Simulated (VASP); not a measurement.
# ScZnC4N4 (P-43m) in VASP: further runs

The runs below take ScZnC4N4 through single point, with PBE.

All numbers are computed with VASP 6.6.1; they aren't measurements. Logs are shortened: lines on timing, memory, paths and dates and some standing lists are left out, and cuts for length are marked.

## (1) The cell of the first run

It takes space group P-43m (No. 215, cubic). The conventional cell has a = 6.013 Å, b = 6.013 Å, c = 6.013 Å, α = 90.00°, β = 90.00°, γ = 90.00°. Sc (site symmetry -43m) has 4 N at 2.12 Å within 2.8 Å. Within 2.5 Å of Zn (site symmetry -43m) lie 4 C at 1.92 Å. Within 1.6 Å of C (site symmetry 3m) lie 1 N at 1.17 Å. Within 1.6 Å of N (site symmetry 3m) lie 1 C at 1.17 Å.

## (2) Single point, PBE

File INCAR:

```
SYSTEM = ScZnC4N4
ALGO = Normal ; EDIFF = 1E-6
ENCUT = 520 ; GGA = PE
ISIF = 2 ; ISMEAR = 0
LASPH = .True. ; LCHARG = .True.
LELF = .True. ; LREAL = .False.
LVHAR = .True. ; LWAVE = .False.
NBANDS = 40 ; NELM = 60
PREC = Accurate ; SIGMA = 0.1
```

File KPOINTS:

```
k-points
0
Gamma
  4 4 4
  0 0 0
```

File POSCAR:

```
ScZnC4N4
1.0
    6.0125257000      0.0000000000      0.0000000000
    0.0000000000      6.0125257000      0.0000000000
    0.0000000000      0.0000000000      6.0125257000
Sc Zn C N
1 1 4 4
Direct
    0.5000000000      0.5000000000      0.5000000000
    0.0000000000      0.0000000000      0.0000000000
    0.1840791200      0.1840791200      0.1840791200
    0.1840791200      0.8159208800      0.8159208800
    0.8159208800      0.1840791200      0.8159208800
    0.8159208800      0.8159208800      0.1840791200
    0.2964278900      0.2964278900      0.2964278900
    0.2964278900      0.7035721100      0.7035721100
    0.7035721100      0.2964278900      0.7035721100
    0.7035721100      0.7035721100      0.2964278900
```

Potentials or basis: VASP PAW PBE potentials, release 64 (Sc_sv, Zn, C, N).

Command:

```sh
$ cat potpaw_PBE.64/Sc_sv/POTCAR potpaw_PBE.64/Zn/POTCAR potpaw_PBE.64/C/POTCAR potpaw_PBE.64/N/POTCAR > POTCAR
$ mpirun -np 1 vasp_std > vasp.out
```

OUTCAR:

```text
SYSTEM = ScZnC4N4
   EDIFF = 1E-6
   ENCUT = 520
   GGA = PE
   ISIF = 2
   ISMEAR = 0
   LASPH = .True.
   LREAL = .False.
   NELM = 60
   PREC = Accurate

 ion  position               nearest neighbor table
   1  0.500  0.500  0.500-   7 2.12   8 2.12   9 2.12  10 2.12
   2  0.000  0.000  0.000-   3 1.92   4 1.92   5 1.92   6 1.92
   3  0.184  0.184  0.184-   7 1.17   2 1.92
   4  0.184  0.816  0.816-   8 1.17   2 1.92
   5  0.816  0.184  0.816-   9 1.17   2 1.92
   6  0.816  0.816  0.184-  10 1.17   2 1.92
   7  0.296  0.296  0.296-   3 1.17   1 2.12
   8  0.296  0.704  0.704-   4 1.17   1 2.12
   9  0.704  0.296  0.704-   5 1.17   1 2.12
  10  0.704  0.704  0.296-   6 1.17   1 2.12

  LATTYP: Found a simple cubic cell.
 ALAT       =     6.0125257000

  Lattice vectors:

 A1 = (   6.0125257000,   0.0000000000,   0.0000000000)
 A2 = (   0.0000000000,   6.0125257000,   0.0000000000)
 A3 = (   0.0000000000,   0.0000000000,   6.0125257000)

Analysis of symmetry for initial positions (statically):
=====================================================================
 Subroutine PRICEL returns:
 Original cell was already a primitive cell.

 Routine SETGRP: Setting up the symmetry group for a
 simple cubic supercell.

 Subroutine GETGRP returns: Found 24 space group operations
 (whereof 24 operations were pure point group operations)
 out of a pool of 48 trial point group operations.

The static configuration has the point symmetry T_d .

Analysis of symmetry for dynamics (positions and initial velocities):
=====================================================================
 Subroutine PRICEL returns:
 Original cell was already a primitive cell.

 Routine SETGRP: Setting up the symmetry group for a
 simple cubic supercell.

 Subroutine GETGRP returns: Found 24 space group operations
 (whereof 24 operations were pure point group operations)
 out of a pool of 48 trial point group operations.

The dynamic configuration has the point symmetry T_d .

 Subroutine INISYM returns: Found 24 space group operations
 (whereof 24 operations are pure point group operations),
 and found     1 'primitive' translations

----------------------------------------------------------------------------------------

                                     Primitive cell

  volume of cell :     217.3556

  direct lattice vectors                    reciprocal lattice vectors
     6.012525700  0.000000000  0.000000000     0.166319455  0.000000000  0.000000000
     0.000000000  6.012525700  0.000000000     0.000000000  0.166319455  0.000000000
     0.000000000  0.000000000  6.012525700     0.000000000  0.000000000  0.166319455

  length of vectors
     6.012525700  6.012525700  6.012525700     0.166319455  0.166319455  0.166319455

  position of ions in fractional coordinates (direct lattice)
     0.500000000  0.500000000  0.500000000
     0.000000000  0.000000000  0.000000000
     0.184079120  0.184079120  0.184079120
     0.184079120  0.815920880  0.815920880
     0.815920880  0.184079120  0.815920880
     0.815920880  0.815920880  0.184079120
     0.296427890  0.296427890  0.296427890
     0.296427890  0.703572110  0.703572110
     0.703572110  0.296427890  0.703572110
     0.703572110  0.703572110  0.296427890

  ion indices of the primitive-cell ions
   primitive index   ion index
                 1           1
                 2           2
                 3           3
                 4           4
                 5           5
                 6           6
                 7           7
                 8           8
                 9           9
                10          10

----------------------------------------------------------------------------------------

 KPOINTS: k-points

Automatic generation of k-mesh.
 Grid dimensions read from file:
 generate k-points for:    4    4    4

 Generating k-lattice:

  Cartesian coordinates                     Fractional coordinates (reciprocal lattice)
     0.041579864  0.000000000  0.000000000     0.250000000  0.000000000  0.000000000
     0.000000000  0.041579864  0.000000000     0.000000000  0.250000000  0.000000000
     0.000000000  0.000000000  0.041579864     0.000000000  0.000000000  0.250000000

  Length of vectors
     0.041579864  0.041579864  0.041579864

  Shift w.r.t. Gamma in fractional coordinates (k-lattice)
     0.000000000  0.000000000  0.000000000

 Subroutine IBZKPT returns following result:
 ===========================================

 Found     10 irreducible k-points:

 Following reciprocal coordinates:
            Coordinates               Weight
  0.000000  0.000000  0.000000      1.000000
  0.250000  0.000000  0.000000      6.000000
  0.500000  0.000000  0.000000      3.000000
  0.250000  0.250000  0.000000     12.000000
  0.500000  0.250000  0.000000     12.000000
  0.500000  0.500000  0.000000      3.000000
  0.250000  0.250000  0.250000      8.000000
  0.500000  0.250000  0.250000     12.000000
  0.500000  0.500000  0.250000      6.000000
  0.500000  0.500000  0.500000      1.000000
   k-points           NKPTS =     10   k-points in BZ     NKDIM =     10   number of bands    NBANDS=     40
   number of dos      NEDOS =    301   number of ions     NIONS =     10
   total plane-waves  NPLWV = 110592
   dimension x,y,z NGX =    48 NGY =   48 NGZ =   48
   dimension x,y,z NGXF=    96 NGYF=   96 NGZF=   96
   ions per type =               1   1   4   4
   NGX,Y,Z   is equivalent  to a cutoff of  13.27, 13.27, 13.27 a.u.
   NGXF,Y,Z  is equivalent  to a cutoff of  26.54, 26.54, 26.54 a.u.
 SYSTEM =  ScZnC4N4
   PREC   = accura    normal or accurate (medium, high low for compatibility)
   ISTART =      0    job   : 0-new  1-cont  2-samecut
   ICHARG =      2    charge: 1-file 2-atom 10-const
   ISPIN  =      1    spin polarized calculation?
   LNONCOLLINEAR =      F non collinear calculations
   LSORBIT =      F    spin-orbit coupling
   LASPH  =      T    aspherical Exc in radial PAW
   ENCUT  =  520.0 eV  38.22 Ry    6.18 a.u.  11.18 11.18 11.18*2*pi/ulx,y,z
   NELM   =     60;   NELMIN=  2; NELMDL= -5     # of ELM steps
   EDIFF  = 0.1E-05   stopping-criterion for ELM
   LREAL  =      F    real-space projection
[... 7 lines left out ...]
   TEBEG  =    0.0;   TEEND  =   0.0 temperature during run
   PSTRESS=    0.0 pullay stress
   NELECT =      59.0000    total number of electrons
   NUPDOWN=      -1.0000    fix difference up-down
   EMIN   =  10.00;   EMAX   =-10.00  energy-range for DOS
   EFERMI =   0.00;   METHOD = LEGACY
   ISMEAR =     0;   SIGMA  =   0.10  broadening in eV -4-tet -1-fermi 0-gaus
   EFERMI_NEDOS =   21; number of points for ismear=-14 and -15
   IALGO  =     38    algorithm
   IMIX   =      4    mixing-type and parameters
     AMIX     =   0.40;   BMIX     =  1.00
     AMIX_MAG =   1.60;   BMIX_MAG =  1.00
  volume/ion in A,a.u.               =      21.74       146.68
  Fermi-wavevector in a.u.,A,eV,Ry     =   1.059990  2.003091 15.287226  1.123579
  Thomas-Fermi vector in A             =   2.195355
   LORBIT       =      0    0 simple, 1 ext, 2 COOP (PROOUT), +10 PAW based schemes
   GGA     = PE    functional components
   LHFCALC =     F    Hartree Fock is set to
   AEXX    =    0.0000 exact exchange contribution
   IVDW    =     0    specifies the selected vdW correction
   LEPSILON=     F    determine dielectric tensor
   LRPA    =     F    only Hartree local field effects (RPA)
 non-spin polarized calculation
 Gauss-broadening in eV      SIGMA  =   0.10
  energy-cutoff  :      520.00
  volume of cell :      217.36
 maximum number of plane-waves:      5904
 NGX is ok and might be reduce to    48
   NGX = 23   NGY = 23   NGZ = 23

 number of electron      59.0000019 magnetization

 Free energy of the ion-electron system (eV)
  ---------------------------------------------------
  ext. energy  EPLUGINS =         0.00000000
  ---------------------------------------------------
  free energy    TOTEN  =       -76.80942784 eV

  energy without entropy =      -76.74167526  energy(sigma->0) =      -76.77555155

 E-fermi :   1.1687     XC(G=0):  -6.9297

 val. band max:        1.1361689964   @ k =   0.5000   0.5000   0.0000
 cond. band min:       1.1703376721   @ k =   0.5000   0.5000   0.2500
 fundamental gap:      0.0341686756
 Fermi energy:         1.1686693947

 k-point     1 :       0.0000    0.0000    0.0000
  band No.  band energies     occupation
      1     -49.7406      2.00000
      2     -28.4438      2.00000
      3     -28.4438      2.00000
      4     -28.4438      2.00000
      5     -18.8755      2.00000
      6     -18.7684      2.00000
[... 32 lines left out ...]
     39       4.2565      0.00000
     40       4.2574      0.00000

 k-point     2 :       0.2500    0.0000    0.0000
  band No.  band energies     occupation
      1     -49.7406      2.00000
      2     -28.4438      2.00000
      3     -28.4438      2.00000
      4     -28.4438      2.00000
      5     -18.8606      2.00000
      6     -18.7834      2.00000
[... 32 lines left out ...]
     39       4.1395      0.00000
     40       4.2861      0.00000

 k-point     3 :       0.5000    0.0000    0.0000
  band No.  band energies     occupation
      1     -49.7406      2.00000
      2     -28.4439      2.00000
      3     -28.4438      2.00000
      4     -28.4438      2.00000
      5     -18.8331      2.00000
      6     -18.8110      2.00000
[... 251 lines left out ...]
  band No.  band energies     occupation
      1     -49.7406      2.00000
      2     -28.4439      2.00000
      3     -28.4439      2.00000
      4     -28.4438      2.00000
      5     -18.8265      2.00000
      6     -18.7882      2.00000
[... 32 lines left out ...]
     39       4.2531      0.00000
     40       4.5383      0.00000

 k-point    10 :       0.5000    0.5000    0.5000
  band No.  band energies     occupation
      1     -49.7406      2.00000
      2     -28.4439      2.00000
      3     -28.4439      2.00000
      4     -28.4439      2.00000
      5     -18.8319      2.00000
      6     -18.7822      2.00000
[... 32 lines left out ...]
     39       4.0848      0.00000
     40       4.0848      0.00000

------------------------ aborting loop because EDIFF is reached ----------------------------------------

  FORCE on cell =-STRESS in cart. coord.  units (eV):
  Direction    XX          YY          ZZ          XY          YZ          ZX
  --------------------------------------------------------------------------------------
  -------------------------------------------------------------------------------------
  Total        4.5569573      4.5569573      4.5569573      0.0000000     -0.0000000     -0.0000000
  in kB       33.5903636     33.5903636     33.5903636      0.0000000     -0.0000000     -0.0000000
  external PRESSURE =      33.5903636 kB  Pullay stress =       0.0000000 kB

 VOLUME and BASIS-vectors are now :
 -----------------------------------------------------------------------------
  energy-cutoff  :      520.00
  volume of cell :      217.36
      direct lattice vectors                 reciprocal lattice vectors
     6.012525700  0.000000000  0.000000000     0.166319455  0.000000000  0.000000000
     0.000000000  6.012525700  0.000000000     0.000000000  0.166319455  0.000000000
     0.000000000  0.000000000  6.012525700     0.000000000  0.000000000  0.166319455

 POSITION                                       TOTAL-FORCE (eV/Angst)
 -----------------------------------------------------------------------------------
      3.00626      3.00626      3.00626         0.000000     -0.000000     -0.000000
      0.00000      0.00000      0.00000         0.000000     -0.000000     -0.000000
      1.10678      1.10678      1.10678         0.176244      0.176244      0.176244
      1.10678      4.90575      4.90575         0.176244     -0.176244     -0.176244
      4.90575      1.10678      4.90575        -0.176244      0.176244     -0.176244
      4.90575      4.90575      1.10678        -0.176244     -0.176244      0.176244
      1.78228      1.78228      1.78228         0.396560      0.396560      0.396560
      1.78228      4.23025      4.23025         0.396560     -0.396560     -0.396560
      4.23025      1.78228      4.23025        -0.396560      0.396560     -0.396560
      4.23025      4.23025      1.78228        -0.396560     -0.396560      0.396560
 -----------------------------------------------------------------------------------
    total drift:                                0.000000      0.000000     -0.000000

  FREE ENERGIE OF THE ION-ELECTRON SYSTEM (eV)
  ---------------------------------------------------
  free  energy   TOTEN  =       -76.8094278447 eV

  energy  without entropy=      -76.7416752604  energy(sigma->0) =      -76.77555155
```

It took 3.1 min on 1 thread of Intel Xeon Platinum 8488C (Sapphire Rapids), shared host; peak memory 0.38 GiB.

What came out:

```
Free energy            : -76.8094 eV
Pressure               : 3.4 GPa
Largest force          : 0.687 eV/Å
Band gap on the k mesh : zero (an odd number of electrons rules out a gap without spin polarisation)
```

Forces on the atoms (eV/Å):
```
Sc   0.000  0.000  0.000
Zn   0.000  0.000  0.000
C    0.176  0.176  0.176
C    0.176 -0.176 -0.176
C   -0.176  0.176 -0.176
C   -0.176 -0.176  0.176
N    0.397  0.397  0.397
N    0.397 -0.397 -0.397
N   -0.397  0.397 -0.397
N   -0.397 -0.397  0.397
```

Levels at points of the mesh, in eV from the Fermi level:
```
           k point  band 26  band 27  band 28  band 29  band 30  band 31  band 32  band 33
(0.00, 0.00, 0.00)    -5.94    -5.07    -5.07    -5.07     0.02     0.02     0.18     0.18
(0.50, 0.00, 0.00)    -6.01    -5.16    -5.08    -5.08    -0.07     0.33     0.65     0.68
(0.50, 0.50, 0.00)    -5.79    -5.26    -5.06    -5.06    -0.03     0.29     0.66     1.05
(0.50, 0.50, 0.50)    -5.82    -5.14    -5.14    -5.14     0.03     0.03     0.68     0.68
```

Caveat: the cell stands under pressure; an odd number of electrons without spin polarisation forces a metal; a magnetic or distorted state may lie lower.

## (3) Single point, PBE, collinear spin, ferromagnetic start

File INCAR:

```
SYSTEM = ScZnC4N4
ALGO = Normal ; EDIFF = 1E-6
ENCUT = 520 ; GGA = PE
ISIF = 2 ; ISMEAR = 0
ISPIN = 2 ; LASPH = .TRUE.
LCHARG = .TRUE. ; LELF = .TRUE.
LMAXMIX = 4 ; LORBIT = 11
LREAL = .FALSE. ; LVHAR = .TRUE.
LWAVE = .FALSE. ; MAGMOM = 0 0 1 1 1 1 1 1 1 1
NBANDS = 44 ; NELM = 150
PREC = Accurate ; SIGMA = 0.1
```

File KPOINTS:

```
k-points
0
G
  4 4 4
  0 0 0
```

POSCAR is that of step 2.

Potentials or basis: VASP PAW PBE potentials, release 64 (Sc_sv, Zn, C, N).

Command:

```sh
$ cat potpaw_PBE.64/Sc_sv/POTCAR potpaw_PBE.64/Zn/POTCAR potpaw_PBE.64/C/POTCAR potpaw_PBE.64/N/POTCAR > POTCAR
$ mpirun -np 1 vasp_std > vasp.out
```

Run time: 7.2 min. Hardware: 1 thread of Intel Xeon Platinum 8488C (Sapphire Rapids), shared host; peak memory 0.49 GiB.

Results (log left out):

```
Free energy                                           : -76.8847 eV
Pressure                                              : 3.4 GPa
Largest force                                         : 0.513 eV/Å
Band gap on the k mesh                                : zero (filled and empty bands overlap)
Net moment                                            : 1.00 μB per cell
Site moments                                          : Sc +0.51; Zn +0.01; C +0.05; N -0.01 μB
Valence electrons inside the program's atomic spheres : Sc 9.50; Zn 11.22; C 2.59; N 3.92
```

Forces in eV/Å, atoms in the order of the input:
```
Sc   0.000  0.000  0.000
Zn   0.000  0.000  0.000
C    0.226  0.226  0.226
C    0.226 -0.226 -0.226
C   -0.226  0.226 -0.226
C   -0.226 -0.226  0.226
N    0.296  0.296  0.296
N    0.296 -0.296 -0.296
N   -0.296  0.296 -0.296
N   -0.296 -0.296  0.296
```

Levels at points of the mesh, in eV from the Fermi level:
Spin up:
```csv
k point,band 26,band 27,band 28,band 29,band 30,band 31,band 32,band 33,band 34,band 35
"(0.00, 0.00, 0.00)",-5.86,-5.00,-5.00,-5.00,-0.05,-0.05,0.24,0.24,0.24,2.30
"(0.50, 0.00, 0.00)",-5.93,-5.10,-5.01,-5.01,-0.13,0.24,0.72,0.75,0.75,2.00
"(0.50, 0.50, 0.00)",-5.71,-5.20,-4.99,-4.99,-0.09,0.20,0.72,1.11,1.11,1.72
"(0.50, 0.50, 0.50)",-5.74,-5.07,-5.07,-5.07,-0.04,-0.04,0.74,0.74,0.74,2.83
```
Spin down:
```csv
k point,band 26,band 27,band 28,band 29,band 30,band 31,band 32,band 33
"(0.00, 0.00, 0.00)",-5.81,-4.94,-4.94,-4.94,0.40,0.40,0.40,0.44
"(0.50, 0.00, 0.00)",-5.87,-5.03,-4.95,-4.95,0.32,0.82,0.90,0.91
"(0.50, 0.50, 0.00)",-5.66,-5.13,-4.93,-4.93,0.36,0.76,0.90,1.31
"(0.50, 0.50, 0.50)",-5.69,-5.01,-5.01,-5.01,0.45,0.45,0.92,0.92
```

Caveat: the cell stands under pressure.

(Continued in part 2 of 2.)

The gap in the log of VASP goes by the Fermi energy; the results here count the filled bands.